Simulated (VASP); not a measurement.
# SnO2 (Pbcn) in VASP: single point with PBE

Aim: the single point of SnO2 with PBE.

All numbers are computed with VASP 6.6.1; they aren't measurements. Logs are shortened: lines on timing, memory, paths and dates and some standing lists are left out, and cuts for length are marked.

## 1. The cell of the first run

It takes space group Pbcn (No. 60, orthorhombic). Conventional cell: a = 4.770 Å, b = 5.799 Å, c = 5.287 Å, α = 90.00°, β = 90.00°, γ = 90.00°. Sn (site symmetry 2) has 6 O at 2.06 to 2.13 Å within 2.7 Å. Within 2.7 Å of O (site symmetry 1) lie 3 Sn at 2.06 to 2.13 Å and 1 O at 2.65 Å.

## 2. Single point, PBE

Input file INCAR:

```
  ALGO = Normal
  EDIFF = 1E-6
  ENCUT = 600
  GGA = PE
  GGA_COMPAT = F
  ISIF = 2
  ISMEAR = 0
  LASPH = T
  LCHARG = T
  LELF = T
  LREAL = F
  LVHAR = T
  LWAVE = F
  NBANDS = 64
  NELM = 120
  PREC = Accurate
  SIGMA = 0.02
```

Input file KPOINTS:

```
k-points
0
Gamma
  6 6 6
```

Input file POSCAR:

```
SnO2
1.0
    4.7703709629      0.0000000000      0.0000000000
    0.0000000000      5.7987374624      0.0000000000
    0.0000000000      0.0000000000      5.2866548665
Sn O
4 8
Direct
    0.5000000000      0.6659081284      0.7500000000
    0.0000000000      0.8340918716      0.2500000000
    0.5000000000      0.3340918716      0.2500000000
    0.0000000000      0.1659081284      0.7500000000
    0.7309504404      0.6061242574      0.0777985046
    0.2309504404      0.8938757426      0.9222014954
    0.7690495596      0.8938757426      0.5777985046
    0.2690495596      0.6061242574      0.4222014954
    0.7309504404      0.3938757426      0.5777985046
    0.2309504404      0.1061242574      0.4222014954
    0.7690495596      0.1061242574      0.0777985046
    0.2690495596      0.3938757426      0.9222014954
```

Potentials or basis: VASP PAW PBE potentials, release 64 (Sn_d, O).

On the command line:

```bash
cat potpaw_PBE.64/Sn_d/POTCAR potpaw_PBE.64/O/POTCAR > POTCAR
mpirun -np 1 vasp_std > vasp.out
```

OUTCAR:

```text
EDIFF = 1E-6
   ENCUT = 600
   GGA = PE
   ISIF = 2
   ISMEAR = 0
   LASPH = T
   LREAL = F
   NELM = 120
   PREC = Accurate

 ion  position               nearest neighbor table
   1  0.500  0.666  0.750-   6 2.06   7 2.06   5 2.08   8 2.08   9 2.13  12 2.13   3 3.27   3 3.27
                             2 3.69   2 3.69   2 3.69   2 3.69   4 3.75   4 3.75   4 3.75   4 3.75
   2  0.000  0.834  0.250-   5 2.06   8 2.06   7 2.08   6 2.08  10 2.13  11 2.13   4 3.27   4 3.27
                             1 3.69   1 3.69   1 3.69   1 3.69   3 3.75   3 3.75   3 3.75   3 3.75
   3  0.500  0.334  0.250-  10 2.06  11 2.06   9 2.08  12 2.08   5 2.13   8 2.13   1 3.27   1 3.27
                             4 3.69   4 3.69   4 3.69   4 3.69   2 3.75   2 3.75   2 3.75   2 3.75
   4  0.000  0.166  0.750-   9 2.06  12 2.06  11 2.08  10 2.08   6 2.13   7 2.13   2 3.27   2 3.27
                             3 3.69   3 3.69   3 3.69   3 3.69   1 3.75   1 3.75   1 3.75   1 3.75
   5  0.731  0.606  0.078-   2 2.06   1 2.08   3 2.13
   6  0.231  0.894  0.922-   1 2.06   2 2.08   4 2.13
   7  0.769  0.894  0.578-   1 2.06   2 2.08   4 2.13
   8  0.269  0.606  0.422-   2 2.06   1 2.08   3 2.13
   9  0.731  0.394  0.578-   4 2.06   3 2.08   1 2.13
  10  0.231  0.106  0.422-   3 2.06   4 2.08   2 2.13
  11  0.769  0.106  0.078-   3 2.06   4 2.08   2 2.13
  12  0.269  0.394  0.922-   4 2.06   3 2.08   1 2.13

  LATTYP: Found a simple orthorhombic cell.
 ALAT       =     4.7703709629
 B/A-ratio  =     1.1082272024
 C/A-ratio  =     1.2155736959

  Lattice vectors:

 A1 = (  -4.7703709629,   0.0000000000,   0.0000000000)
 A2 = (   0.0000000000,   0.0000000000,   5.2866548665)
 A3 = (   0.0000000000,   5.7987374624,   0.0000000000)

Analysis of symmetry for initial positions (statically):
=====================================================================
 Subroutine PRICEL returns:
 Original cell was already a primitive cell.

 Routine SETGRP: Setting up the symmetry group for a
 simple orthorhombic supercell.

 Subroutine GETGRP returns: Found  8 space group operations
 (whereof  2 operations were pure point group operations)
 out of a pool of  8 trial point group operations.

The static configuration has the point symmetry S_2 .
 The point group associated with its full space group is D_2h.

Analysis of symmetry for dynamics (positions and initial velocities):
=====================================================================
 Subroutine PRICEL returns:
 Original cell was already a primitive cell.

 Routine SETGRP: Setting up the symmetry group for a
 simple orthorhombic supercell.

 Subroutine GETGRP returns: Found  8 space group operations
 (whereof  2 operations were pure point group operations)
 out of a pool of  8 trial point group operations.

The dynamic configuration has the point symmetry S_2 .
 The point group associated with its full space group is D_2h.

 Subroutine INISYM returns: Found  8 space group operations
 (whereof  2 operations are pure point group operations),
 and found     1 'primitive' translations

----------------------------------------------------------------------------------------

                                     Primitive cell

  volume of cell :     146.2401

  direct lattice vectors                    reciprocal lattice vectors
     4.770370963  0.000000000  0.000000000     0.209627303  0.000000000  0.000000000
     0.000000000  5.798737462  0.000000000     0.000000000  0.172451332  0.000000000
     0.000000000  0.000000000  5.286654867     0.000000000  0.000000000  0.189155529

  length of vectors
     4.770370963  5.798737462  5.286654867     0.209627303  0.172451332  0.189155529

  position of ions in fractional coordinates (direct lattice)
     0.500000000  0.665908128  0.750000000
     0.000000000  0.834091872  0.250000000
     0.500000000  0.334091872  0.250000000
     0.000000000  0.165908128  0.750000000
     0.730950440  0.606124257  0.077798505
     0.230950440  0.893875743  0.922201495
     0.769049560  0.893875743  0.577798505
     0.269049560  0.606124257  0.422201495
     0.730950440  0.393875743  0.577798505
     0.230950440  0.106124257  0.422201495
     0.769049560  0.106124257  0.077798505
     0.269049560  0.393875743  0.922201495

  ion indices of the primitive-cell ions
   primitive index   ion index
                 1           1
                 2           2
                 3           3
                 4           4
                 5           5
                 6           6
                 7           7
                 8           8
                 9           9
                10          10
                11          11
                12          12

----------------------------------------------------------------------------------------

 KPOINTS: k-points

Automatic generation of k-mesh.
 Grid dimensions read from file:
 generate k-points for:    6    6    6

 Generating k-lattice:

  Cartesian coordinates                     Fractional coordinates (reciprocal lattice)
     0.034937884  0.000000000  0.000000000     0.166666667  0.000000000  0.000000000
     0.000000000  0.028741889  0.000000000     0.000000000  0.166666667  0.000000000
     0.000000000  0.000000000  0.031525922     0.000000000  0.000000000  0.166666667

  Length of vectors
     0.034937884  0.028741889  0.031525922

  Shift w.r.t. Gamma in fractional coordinates (k-lattice)
     0.000000000  0.000000000  0.000000000

 Subroutine IBZKPT returns following result:
 ===========================================

 Found     64 irreducible k-points:

 Following reciprocal coordinates:
            Coordinates               Weight
  0.000000  0.000000  0.000000      1.000000
  0.166667  0.000000  0.000000      2.000000
  0.333333  0.000000  0.000000      2.000000
  0.500000  0.000000  0.000000      1.000000
  0.000000  0.166667  0.000000      2.000000
  0.166667  0.166667  0.000000      4.000000
[... 16 lines left out ...]
  0.333333  0.166667  0.166667      8.000000
  0.500000  0.166667  0.166667      4.000000
 [... further k-points ...]
   k-points           NKPTS =     64   k-points in BZ     NKDIM =     64   number of bands    NBANDS=     64
   number of dos      NEDOS =    301   number of ions     NIONS =     12
   total plane-waves  NPLWV =  80640
   dimension x,y,z NGX =    40 NGY =   48 NGZ =   42
   dimension x,y,z NGXF=    80 NGYF=   96 NGZF=   84
   ions per type =               4   8
   NGX,Y,Z   is equivalent  to a cutoff of  13.94, 13.76, 13.21 a.u.
   NGXF,Y,Z  is equivalent  to a cutoff of  27.88, 27.52, 26.41 a.u.
 SYSTEM =  unknown system
   PREC   = accura    normal or accurate (medium, high low for compatibility)
   ISTART =      0    job   : 0-new  1-cont  2-samecut
   ICHARG =      2    charge: 1-file 2-atom 10-const
   ISPIN  =      1    spin polarized calculation?
   LNONCOLLINEAR =      F non collinear calculations
   LSORBIT =      F    spin-orbit coupling
   LASPH  =      T    aspherical Exc in radial PAW
   ENCUT  =  600.0 eV  44.10 Ry    6.64 a.u.   9.53 11.58 10.56*2*pi/ulx,y,z
   NELM   =    120;   NELMIN=  2; NELMDL= -5     # of ELM steps
   EDIFF  = 0.1E-05   stopping-criterion for ELM
   LREAL  =      F    real-space projection
   EDIFFG = 0.1E-04   stopping-criterion for IOM
   NSW    =      0    number of steps for IOM
   IBRION =     -1    ionic relax: 0-MD 1-quasi-New 2-CG
   NFREE  =      0    steps in history (QN), initial steepest desc. (CG)
   ISIF   =      2    stress and relaxation
   ISYM   =      2    0-nonsym 1-usesym 2-fastsym
   POTIM  = 0.5000    time-step for ionic-motion
   TEBEG  =    0.0;   TEEND  =   0.0 temperature during run
   PSTRESS=    0.0 pullay stress
   NELECT =     104.0000    total number of electrons
   NUPDOWN=      -1.0000    fix difference up-down
   EMIN   =  10.00;   EMAX   =-10.00  energy-range for DOS
   EFERMI =   0.00;   METHOD = LEGACY
   ISMEAR =     0;   SIGMA  =   0.02  broadening in eV -4-tet -1-fermi 0-gaus
   EFERMI_NEDOS =   21; number of points for ismear=-14 and -15
   IALGO  =     38    algorithm
   IMIX   =      4    mixing-type and parameters
     AMIX     =   0.40;   BMIX     =  1.00
     AMIX_MAG =   1.60;   BMIX_MAG =  1.00
  volume/ion in A,a.u.               =      12.19        82.24
  Fermi-wavevector in a.u.,A,eV,Ry     =   1.461270  2.761400 29.052651  2.135310
  Thomas-Fermi vector in A             =   2.577621
   LORBIT       =      0    0 simple, 1 ext, 2 COOP (PROOUT), +10 PAW based schemes
   GGA     = PE    functional components
   LHFCALC =     F    Hartree Fock is set to
   AEXX    =    0.0000 exact exchange contribution
   IVDW    =     0    specifies the selected vdW correction
   LEPSILON=     F    determine dielectric tensor
   LRPA    =     F    only Hartree local field effects (RPA)
 non-spin polarized calculation
 Gauss-broadening in eV      SIGMA  =   0.02
  energy-cutoff  :      600.00
  volume of cell :      146.24
 maximum number of plane-waves:      4912
 NGX is ok and might be reduce to    40
   NGX = 19   NGY = 23   NGZ = 21

 number of electron     104.0000012 magnetization

 Free energy of the ion-electron system (eV)
  ---------------------------------------------------
  ext. energy  EPLUGINS =         0.00000000
  ---------------------------------------------------
  free energy    TOTEN  =       -74.40525023 eV

  energy without entropy =      -74.40525023  energy(sigma->0) =      -74.40525023

 E-fermi :   5.6840     XC(G=0): -11.1816

 val. band max:        5.5804241112   @ k =   0.3333   0.0000   0.0000
 cond. band min:       6.6907732585   @ k =   0.0000   0.0000   0.0000
 fundamental gap:      1.1103491473
 Fermi energy:         5.6839576264

 k-point     1 :       0.0000    0.0000    0.0000
  band No.  band energies     occupation
      1     -15.0462      2.00000
      2     -14.9183      2.00000
      3     -14.8437      2.00000
      4     -14.5730      2.00000
      5     -14.4616      2.00000
      6     -14.3142      2.00000
[... 1597 lines left out ...]
     63      16.2412      0.00000
     64      16.2424      0.00000

 [... further k-points ...]

------------------------ aborting loop because EDIFF is reached ----------------------------------------

  FORCE on cell =-STRESS in cart. coord.  units (eV):
  Direction    XX          YY          ZZ          XY          YZ          ZX
  --------------------------------------------------------------------------------------
  -------------------------------------------------------------------------------------
  Total        2.2572786      2.2455661      2.3491517      0.0000000      0.0000000      0.0000000
  in kB       24.7302884     24.6019691     25.7368317      0.0000000      0.0000000      0.0000000
  external PRESSURE =      25.0230297 kB  Pullay stress =       0.0000000 kB

 VOLUME and BASIS-vectors are now :
 -----------------------------------------------------------------------------
  energy-cutoff  :      600.00
  volume of cell :      146.24
      direct lattice vectors                 reciprocal lattice vectors
     4.770370963  0.000000000  0.000000000     0.209627303  0.000000000  0.000000000
     0.000000000  5.798737462  0.000000000     0.000000000  0.172451332  0.000000000
     0.000000000  0.000000000  5.286654867     0.000000000  0.000000000  0.189155529

 POSITION                                       TOTAL-FORCE (eV/Angst)
 -----------------------------------------------------------------------------------
      2.38519      3.86143      3.96499         0.000000      0.009829      0.000000
      0.00000      4.83668      1.32166         0.000000     -0.009829      0.000000
      2.38519      1.93731      1.32166         0.000000     -0.009829     -0.000000
      0.00000      0.96206      3.96499         0.000000      0.009829     -0.000000
      3.48690      3.51476      0.41129         0.009349     -0.006123      0.003023
      1.10172      5.18335      4.87536         0.009349      0.006123     -0.003023
      3.66865      5.18335      3.05462        -0.009349      0.006123      0.003023
      1.28347      3.51476      2.23203        -0.009349     -0.006123     -0.003023
      3.48690      2.28398      3.05462         0.009349      0.006123      0.003023
      1.10172      0.61539      2.23203         0.009349     -0.006123     -0.003023
      3.66865      0.61539      0.41129        -0.009349     -0.006123      0.003023
      1.28347      2.28398      4.87536        -0.009349      0.006123     -0.003023
 -----------------------------------------------------------------------------------
    total drift:                                0.000000      0.000000      0.000000

  FREE ENERGIE OF THE ION-ELECTRON SYSTEM (eV)
  ---------------------------------------------------
  free  energy   TOTEN  =       -74.4052502316 eV

  energy  without entropy=      -74.4052502316  energy(sigma->0) =      -74.40525023
```

Wall time 11 min (1 thread of Intel Xeon Platinum 8559C (Emerald Rapids), shared host); peak memory 0.61 GiB.

What came out:

```yaml
Free_energy: -74.4053 eV
Pressure: 2.5 GPa
Largest_force: 0.012 eV/Å
Band_gap_on_the_k_mesh: 1.11 eV
```

Forces on the atoms (eV/Å):
```
Sn   0.000  0.010  0.000
Sn   0.000 -0.010  0.000
Sn   0.000 -0.010  0.000
Sn   0.000  0.010  0.000
O    0.009 -0.006  0.003
O    0.009  0.006 -0.003
O   -0.009  0.006  0.003
O   -0.009 -0.006 -0.003
O    0.009  0.006  0.003
O    0.009 -0.006 -0.003
O   -0.009 -0.006  0.003
O   -0.009  0.006 -0.003
```

Stress tensor (GPa, compression positive):
```
2.47 0.00 0.00
0.00 2.46 0.00
0.00 0.00 2.57
```

Caveat: spin-orbit coupling is left out, which moves the levels of the heavy elements.
